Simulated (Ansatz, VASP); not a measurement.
# Two plane-wave programs on SnSe2

The input POSCAR:

```
SnSe2
1.0
    3.6141125281      0.0000000000      0.0000000000
   -1.8070562641      3.1299132614      0.0000000000
    0.0000000000      0.0000000000      7.3663950626
Sn Se
1 2
Direct
    0.0000000000      0.0000000000      0.0000000000
    0.3333333333      0.6666666667      0.2412719747
    0.6666666667      0.3333333333      0.7587280253
```

INCAR.step1

```
SYSTEM = SnSe2
ALGO     = Normal         ! electronic algorithm
EDIFF    = 1E-4           ! SCF threshold, eV
ENCUT    = 520            ! plane-wave cutoff, eV
GGA      = PE             ! functional
ISMEAR   = 0              ! smearing method
LASPH    = .TRUE.         ! aspherical terms in the spheres
LCHARG   = .FALSE.        ! write CHGCAR
LREAL    = .FALSE.        ! projectors in reciprocal space
LWAVE    = .TRUE.         ! write WAVECAR
NBANDS   = 20             ! bands
NELM     = 60             ! most SCF steps
PREC     = Accurate       ! precision mode
SIGMA    = 0.05           ! smearing width, eV
```

The input INCAR.step2:

```
SYSTEM = SnSe2
ALGO     = Normal         ! electronic algorithm
EDIFF    = 1E-6           ! SCF threshold, eV
ENCUT    = 520            ! plane-wave cutoff, eV
ISIF     = 2              ! what is computed and relaxed
ISMEAR   = 0              ! smearing method
ISTART   = 1            
LASPH    = .TRUE.         ! aspherical terms in the spheres
LCHARG   = .FALSE.        ! write CHGCAR
LMIXTAU  = .TRUE.       
LREAL    = .FALSE.        ! projectors in reciprocal space
LWAVE    = .FALSE.        ! write WAVECAR
METAGGA  = R2SCAN         ! meta-GGA
NBANDS   = 20             ! bands
NELM     = 60             ! most SCF steps
PREC     = Accurate       ! precision mode
SIGMA    = 0.05           ! smearing width, eV
```

Contents of KPOINTS:

```
k-points
0
G
  12 12 6
  0 0 0
```

Input for Ansatz:

```yaml
crystal:
  lattice:
    - [3.6141125281, 0.0, 0.0]
    - [-1.8070562641, 3.1299132614, 0.0]
    - [0.0, 0.0, 7.3663950626]
  atoms:
    - { symbol: Sn, position: [0.0, 0.0, 0.0] }
    - { symbol: Se, position: [0.3333333333, 0.6666666667, 0.2412719747] }
    - { symbol: Se, position: [0.6666666667, 0.3333333333, 0.7587280253] }
basis:
  ecutwfc: 500
kpoints:
  mp_grid: { grid: [12, 12, 6] }
hamiltonian:
  xc: r2scan
scf:
  occupations: { method: gaussian, width: 0.05 }
output:
  forces: true
  stress: true
  eigenvalues: true
```

Alike in both runs: task single point; functional r2SCAN; k mesh 12 × 12 × 6; occupations gaussian, width 0.05 eV; no spin polarisation.

|  | VASP | Ansatz |
| --- | --- | --- |
| version | VASP 6.6.1 | Ansatz 0.2.0 |
| potentials or method | VASP PAW PBE potentials, release 64 (Sn_d, Se), cutoff 520 eV | scalar-relativistic, plane waves, PAW |
| valence electrons in the cell | 26 | 46 |

VASP gave:

| Property | Result |
| --- | --- |
| gap on the k mesh at the Fermi level (eV) | none |
| pressure (GPa) | 0.9 |
| traceless stress, the component that is largest in VASP (GPa) | -10.78 |
| rms of the force components (eV/Å) | 0.639 |

Problem. What did Ansatz give for the same quantities?

Solution. gap on the k mesh at the Fermi level (eV): none; pressure (GPa): 0.9; traceless stress, the component that is largest in VASP (GPa): -10.78; rms of the force components (eV/Å): 0.645.

VASP's potentials were made for PBE, not for r2SCAN. Atom by atom the forces differ by 0.005 eV/Å (rms over components). A gap of «none» marks a metal or a gap that the smearing closes. The functional is the same, so the differences come from potentials, cutoffs and numerics. VASP's potentials hold 26 valence electrons a cell and Ansatz's 46, so a difference there can come from the potentials and not from the codes.
